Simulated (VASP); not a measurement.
# Al2Ni (P-3m1) in VASP: a series of runs

The runs below take Al2Ni through single point, relaxation of cell and atoms, with PBE.

All numbers are computed with VASP 6.6.1; they aren't measurements. Logs are shortened: lines on timing, memory, paths and dates and some standing lists are left out, and cuts for length are marked.

## 1. The cell of the first run

Symmetry: P-3m1, No. 164, trigonal system. The conventional cell has a = 2.690 Å, b = 2.690 Å, c = 6.589 Å, α = 90.00°, β = 90.00°, γ = 120.00°. Within 3.5 Å of Al (site symmetry 3m) lie 3 Ni at 2.69 Å and 9 Al at 2.69 Å. Within 3.5 Å of Ni (site symmetry -3m) lie 6 Al at 2.69 Å and 6 Ni at 2.69 Å.

## 2. Single point, PBE, collinear spin, ferromagnetic start

INCAR

```
ALGO = Fast ; EDIFF = 1E-6
ENCUT = 520 ; GGA = PE
ISIF = 2 ; ISMEAR = 0
ISPIN = 2 ; LASPH = True
LCHARG = False ; LMAXMIX = 4
LORBIT = 11 ; LREAL = False
LWAVE = False ; MAGMOM = 0 0 2
NBANDS = 19 ; NELM = 150
PREC = Accurate ; SIGMA = 0.1
```

KPOINTS

```
k-points
0
Gamma
  6 6 4
```

POSCAR

```
Al2Ni
1.0
    2.6899340500      0.0000000000      0.0000000000
   -1.3449670200      2.3295512200      0.0000000000
    0.0000000000      0.0000000000      6.5889658600
Al Ni
2 1
Direct
    0.6666666700      0.3333333300      0.8333333300
    0.3333333300      0.6666666700      0.1666666700
    0.0000000000      0.0000000000      0.5000000000
```

Potentials or basis: VASP PAW PBE potentials, release 64 (Al, Ni).

Command:

```console
$ cat potpaw_PBE.64/Al/POTCAR potpaw_PBE.64/Ni/POTCAR > POTCAR
$ mpirun -np 1 vasp_std > vasp.out
```

OUTCAR:

```text
EDIFF = 1E-6
   ENCUT = 520
   GGA = PE
   ISIF = 2
   ISMEAR = 0
   ISPIN = 2
   LASPH = True
   LORBIT = 11
   LREAL = False
   NELM = 150
   PREC = Accurate

 ion  position               nearest neighbor table
   1  0.667  0.333  0.833-   3 2.69   3 2.69   3 2.69   2 2.69   2 2.69   2 2.69
   2  0.333  0.667  0.167-   3 2.69   3 2.69   3 2.69   1 2.69   1 2.69   1 2.69
   3  0.000  0.000  0.500-   1 2.69   2 2.69   2 2.69   1 2.69   1 2.69   2 2.69

  LATTYP: Found a hexagonal cell.
 ALAT       =     2.6899340500
 C/A-ratio  =     2.4494897412

  Lattice vectors:

 A1 = (   2.6899340500,   0.0000000000,   0.0000000000)
 A2 = (  -1.3449670200,   2.3295512200,   0.0000000000)
 A3 = (   0.0000000000,   0.0000000000,   6.5889658600)

Analysis of symmetry for initial positions (statically):
=====================================================================
 Subroutine PRICEL returns:
 Original cell was already a primitive cell.

 Routine SETGRP: Setting up the symmetry group for a
 hexagonal supercell.

 Subroutine GETGRP returns: Found 12 space group operations
 (whereof 12 operations were pure point group operations)
 out of a pool of 24 trial point group operations.

The static configuration has the point symmetry D_3d.

Analysis of symmetry for dynamics (positions and initial velocities):
=====================================================================
 Subroutine PRICEL returns:
 Original cell was already a primitive cell.

 Routine SETGRP: Setting up the symmetry group for a
 hexagonal supercell.

 Subroutine GETGRP returns: Found 12 space group operations
 (whereof 12 operations were pure point group operations)
 out of a pool of 24 trial point group operations.

The dynamic configuration has the point symmetry D_3d.

Analysis of structural, dynamic, and magnetic symmetry:
=====================================================================
 Subroutine PRICEL returns:
 Original cell was already a primitive cell.

 Routine SETGRP: Setting up the symmetry group for a
 hexagonal supercell.

 Subroutine GETGRP returns: Found 12 space group operations
 (whereof 12 operations were pure point group operations)
 out of a pool of 24 trial point group operations.

The overall configuration has the point symmetry D_3d.

 Subroutine INISYM returns: Found 12 space group operations
 (whereof 12 operations are pure point group operations),
 and found     1 'primitive' translations

----------------------------------------------------------------------------------------

                                     Primitive cell

  volume of cell :      41.2887

  direct lattice vectors                    reciprocal lattice vectors
     2.689934050  0.000000000  0.000000000     0.371756326  0.214633614  0.000000000
    -1.344967020  2.329551220  0.000000000     0.000000000  0.429267230  0.000000000
     0.000000000  0.000000000  6.588965860     0.000000000  0.000000000  0.151768885

  length of vectors
     2.689934050  2.689934046  6.588965860     0.429267230  0.429267230  0.151768885

  position of ions in fractional coordinates (direct lattice)
     0.666666670  0.333333330  0.833333330
     0.333333330  0.666666670  0.166666670
     0.000000000  0.000000000  0.500000000

  ion indices of the primitive-cell ions
   primitive index   ion index
                 1           1
                 2           2
                 3           3

----------------------------------------------------------------------------------------

 KPOINTS: k-points

Automatic generation of k-mesh.
 Grid dimensions read from file:
 generate k-points for:    6    6    4

 Generating k-lattice:

  Cartesian coordinates                     Fractional coordinates (reciprocal lattice)
     0.061959388  0.035772269  0.000000000     0.166666667 -0.000000000  0.000000000
     0.000000000  0.071544538  0.000000000     0.000000000  0.166666667  0.000000000
     0.000000000  0.000000000  0.037942221     0.000000000  0.000000000  0.250000000

  Length of vectors
     0.071544538  0.071544538  0.037942221

  Shift w.r.t. Gamma in fractional coordinates (k-lattice)
     0.000000000  0.000000000  0.000000000

 Subroutine IBZKPT returns following result:
 ===========================================

 Found     24 irreducible k-points:

 Following reciprocal coordinates:
            Coordinates               Weight
  0.000000  0.000000  0.000000      1.000000
  0.166667 -0.000000  0.000000      6.000000
  0.333333  0.000000  0.000000      6.000000
  0.500000 -0.000000  0.000000      3.000000
  0.166667  0.166667  0.000000      6.000000
  0.333333  0.166667  0.000000     12.000000
[... 16 lines left out ...]
  0.333333  0.166667  0.500000     12.000000
  0.333333  0.333333  0.500000      2.000000
   k-points           NKPTS =     24   k-points in BZ     NKDIM =     24   number of bands    NBANDS=     19
   number of dos      NEDOS =    301   number of ions     NIONS =      3
   total plane-waves  NPLWV =  20000
   dimension x,y,z NGX =    20 NGY =   20 NGZ =   50
   dimension x,y,z NGXF=    40 NGYF=   40 NGZF=  100
   ions per type =               2   1
   NGX,Y,Z   is equivalent  to a cutoff of  12.36, 12.36, 12.62 a.u.
   NGXF,Y,Z  is equivalent  to a cutoff of  24.72, 24.72, 25.23 a.u.
 SYSTEM =  unknown system
   PREC   = accura    normal or accurate (medium, high low for compatibility)
   ISTART =      0    job   : 0-new  1-cont  2-samecut
   ICHARG =      2    charge: 1-file 2-atom 10-const
   ISPIN  =      2    spin polarized calculation?
   LNONCOLLINEAR =      F non collinear calculations
   LSORBIT =      F    spin-orbit coupling
   LASPH  =      T    aspherical Exc in radial PAW
   ENCUT  =  520.0 eV  38.22 Ry    6.18 a.u.   5.00  5.00 12.25*2*pi/ulx,y,z
   NELM   =    150;   NELMIN=  2; NELMDL= -5     # of ELM steps
   EDIFF  = 0.1E-05   stopping-criterion for ELM
   LREAL  =      F    real-space projection
   EDIFFG = 0.1E-04   stopping-criterion for IOM
   NSW    =      0    number of steps for IOM
   IBRION =     -1    ionic relax: 0-MD 1-quasi-New 2-CG
   NFREE  =      0    steps in history (QN), initial steepest desc. (CG)
   ISIF   =      2    stress and relaxation
   ISYM   =      2    0-nonsym 1-usesym 2-fastsym
   POTIM  = 0.5000    time-step for ionic-motion
   TEBEG  =    0.0;   TEEND  =   0.0 temperature during run
   PSTRESS=    0.0 pullay stress
   NELECT =      16.0000    total number of electrons
   NUPDOWN=      -1.0000    fix difference up-down
   EMIN   =  10.00;   EMAX   =-10.00  energy-range for DOS
   EFERMI =   0.00;   METHOD = LEGACY
   ISMEAR =     0;   SIGMA  =   0.10  broadening in eV -4-tet -1-fermi 0-gaus
   EFERMI_NEDOS =   21; number of points for ismear=-14 and -15
   IALGO  =     68    algorithm
   IMIX   =      4    mixing-type and parameters
     AMIX     =   0.40;   BMIX     =  1.00
     AMIX_MAG =   1.60;   BMIX_MAG =  1.00
  volume/ion in A,a.u.               =      13.76        92.88
  Fermi-wavevector in a.u.,A,eV,Ry     =   1.193542  2.255468 19.382084  1.424543
  Thomas-Fermi vector in A             =   2.329554
   LORBIT       =     11    0 simple, 1 ext, 2 COOP (PROOUT), +10 PAW based schemes
   GGA     = PE    functional components
   LHFCALC =     F    Hartree Fock is set to
   AEXX    =    0.0000 exact exchange contribution
   IVDW    =     0    specifies the selected vdW correction
   LEPSILON=     F    determine dielectric tensor
   LRPA    =     F    only Hartree local field effects (RPA)
 spin polarized calculation
 RMM-DIIS sequential band-by-band and
 Gauss-broadening in eV      SIGMA  =   0.10
  energy-cutoff  :      520.00
  volume of cell :       41.29
 maximum number of plane-waves:      1138
   NGX =  9   NGY =  9   NGZ = 25

 number of electron      15.9999987 magnetization      -0.0020505

 number of electron      15.9999987 magnetization       0.0003783

 Free energy of the ion-electron system (eV)
  ---------------------------------------------------
  ext. energy  EPLUGINS =         0.00000000
  ---------------------------------------------------
  free energy    TOTEN  =       -13.45056780 eV

  energy without entropy =      -13.44135837  energy(sigma->0) =      -13.44596308

 E-fermi :   8.7153     XC(G=0): -11.2205

 val. band max:        8.6640717907   @ k =   0.5000  -0.0000   0.2500
 cond. band min:       8.7421623976   @ k =   0.1667   0.1667   0.5000
 fundamental gap:      0.0780906069
 Fermi energy:         8.7153466407

 spin component 1

 k-point     1 :       0.0000    0.0000    0.0000
  band No.  band energies     occupation
      1      -2.6578      1.00000
      2       0.8852      1.00000
      3       2.1733      1.00000
      4       6.2526      1.00000
      5       7.3521      1.00000
      6       7.3521      1.00000
[... 11 lines left out ...]
     18      25.3588      0.00000
     19      25.5332      0.00000
[... 488 lines left out ...]
      2       5.7056      1.00000
      3       6.0414      1.00000
      4       6.4146      1.00000
      5       6.4655      1.00000
      6       6.4655      1.00000
[... 11 lines left out ...]
     18      26.5450      0.00000
     19      26.5450      0.00000
 Fermi energy:         8.7153466407

 spin component 2

 k-point     1 :       0.0000    0.0000    0.0000
  band No.  band energies     occupation
      1      -2.6578      1.00000
      2       0.8852      1.00000
      3       2.1734      1.00000
      4       6.2529      1.00000
      5       7.3526      1.00000
      6       7.3526      1.00000
[... 11 lines left out ...]
     18      25.3588      0.00000
     19      25.4465      0.00000
[... 489 lines left out ...]
      3       6.0414      1.00000
      4       6.4148      1.00000
      5       6.4658      1.00000
      6       6.4658      1.00000
[... 11 lines left out ...]
     18      26.5450      0.00000
     19      26.5450      0.00000

------------------------ aborting loop because EDIFF is reached ----------------------------------------

  FORCE on cell =-STRESS in cart. coord.  units (eV):
  Direction    XX          YY          ZZ          XY          YZ          ZX
  --------------------------------------------------------------------------------------
  -------------------------------------------------------------------------------------
  Total        1.6072368      1.6072368     -2.9045197      0.0000000     -0.0000000     -0.0000000
  in kB       62.3676381     62.3676380   -112.7077436      0.0000001     -0.0000000     -0.0000000
  external PRESSURE =       4.0091775 kB  Pullay stress =       0.0000000 kB

 VOLUME and BASIS-vectors are now :
 -----------------------------------------------------------------------------
  energy-cutoff  :      520.00
  volume of cell :       41.29
      direct lattice vectors                 reciprocal lattice vectors
     2.689934050  0.000000000  0.000000000     0.371756326  0.214633614  0.000000000
    -1.344967020  2.329551220  0.000000000     0.000000000  0.429267230  0.000000000
     0.000000000  0.000000000  6.588965860     0.000000000  0.000000000  0.151768885

 POSITION                                       TOTAL-FORCE (eV/Angst)
 -----------------------------------------------------------------------------------
      1.34497      0.77652      5.49080        -0.000000      0.000000     -1.710195
     -0.00000      1.55303      1.09816         0.000000     -0.000000      1.710195
      0.00000      0.00000      3.29448        -0.000000      0.000000      0.000000
 -----------------------------------------------------------------------------------
    total drift:                                0.000000      0.000000     -0.000000

  FREE ENERGIE OF THE ION-ELECTRON SYSTEM (eV)
  ---------------------------------------------------
  free  energy   TOTEN  =       -13.4505678013 eV

  energy  without entropy=      -13.4413583665  energy(sigma->0) =      -13.44596308

 total charge

# of ion       s       p       d       tot
------------------------------------------
    1        0.421   0.394   0.000   0.815
    2        0.421   0.394   0.000   0.815
    3        0.414   0.386   8.353   9.154
--------------------------------------------------
tot          1.257   1.173   8.353  10.784

 magnetization (x)

# of ion       s       p       d       tot
------------------------------------------
    1        0.000  -0.000   0.000  -0.000
    2        0.000  -0.000   0.000  -0.000
    3       -0.000  -0.000   0.000   0.000
--------------------------------------------------
tot         -0.000  -0.000   0.000   0.000
```

Run time: 33 s. Hardware: 1 thread of Intel Xeon Platinum 8488C (Sapphire Rapids), shared host; peak memory 0.18 GiB.

Results:

```yaml
Free_energy: -13.4506 eV
Pressure: 0.4 GPa
Largest_force: 1.710 eV/Å
Band_gap_on_the_k_mesh: zero (filled and empty bands overlap)
Net_moment: 0.00 μB per cell
Valence_electrons_inside_the_program's_atomic_spheres: Al 0.81; Ni 9.15
```

Forces on the atoms (eV/Å):
```
Al   0.000  0.000 -1.710
Al   0.000  0.000  1.710
Ni   0.000  0.000  0.000
```

Stress tensor (GPa, compression positive):
```
  6.24   0.00   0.00
  0.00   6.24   0.00
  0.00   0.00 -11.27
```

Caveat: the k points lie up to 0.45 Å⁻¹ apart; the starting moments collapsed, and a magnetic state may lie lower; forces of over 1 eV/Å act on the atoms, so gaps and moduli don't describe the material at rest.

(Part 1 of 2 ends here.)
